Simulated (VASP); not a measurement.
**SbS: single point with PBE**

Crystal: SbS.

```
CELL_PARAMETERS angstrom
2.49636 -6.57715 0.00000
2.49636 6.57715 0.00000
0.00000 0.00000 4.97150
ATOMIC_POSITIONS crystal
Sb 0.35440 0.64560 0.75000
Sb 0.64560 0.35440 0.25000
S 0.07760 0.92240 0.75000
S 0.92240 0.07760 0.25000
```

- Program: VASP 6.6.1
- Task: single point
- Functional: PBE
- Potentials or basis: VASP PAW PBE potentials, release 64 (Sb, S)
- Cutoff: 520 eV
- k mesh: 4 × 4 × 4
- Occupations: gaussian, width 0.1 eV
- Spin: no spin polarisation

* Pressure: -9.7 GPa
* Largest force: 1.010 eV/Å
* Band gap on the k mesh: zero (band 11 reaches 2.22 eV, above the bottom of band 12 at 1.55 eV)

Forces in eV/Å, atoms in the order of the input:
```
Sb   0.000 -0.066  0.000
Sb   0.000  0.066  0.000
S    0.000 -1.010  0.000
S    0.000  1.010  0.000
```

Stress tensor (GPa, compression positive):
```
-10.76   0.00   0.00
  0.00  -9.22   0.00
  0.00   0.00  -9.06
```

Levels at points of the mesh, in eV from the Fermi level:
```csv
k point,band 9,band 10,band 11,band 12,band 13,band 14
"(0.00, 0.00, 0.00)",-1.42,-0.92,0.03,0.33,0.43,1.28
"(0.50, 0.00, 0.00)",-1.22,-0.74,-0.57,-0.14,0.12,0.33
"(0.50, 0.50, 0.00)",-1.18,-1.08,-0.34,-0.23,0.78,0.81
"(0.00, 0.00, 0.50)",-1.04,-1.04,-0.20,-0.20,-0.08,-0.08
"(0.50, 0.00, 0.50)",-1.03,-1.03,-0.02,-0.02,0.88,0.88
"(0.50, 0.50, 0.50)",-1.51,-1.51,-0.14,-0.14,0.17,0.17
```

Run time: 100 s on 1 thread of Intel(R) Xeon(R) Platinum 8375C CPU @ 2.90GHz (Ice Lake) (shared host), peak memory 0.34 GiB.

Caveat: spin-orbit coupling is left out, which moves the levels of the heavy elements; forces of over 1 eV/Å act on the atoms, so gaps and moduli don't describe the material at rest.
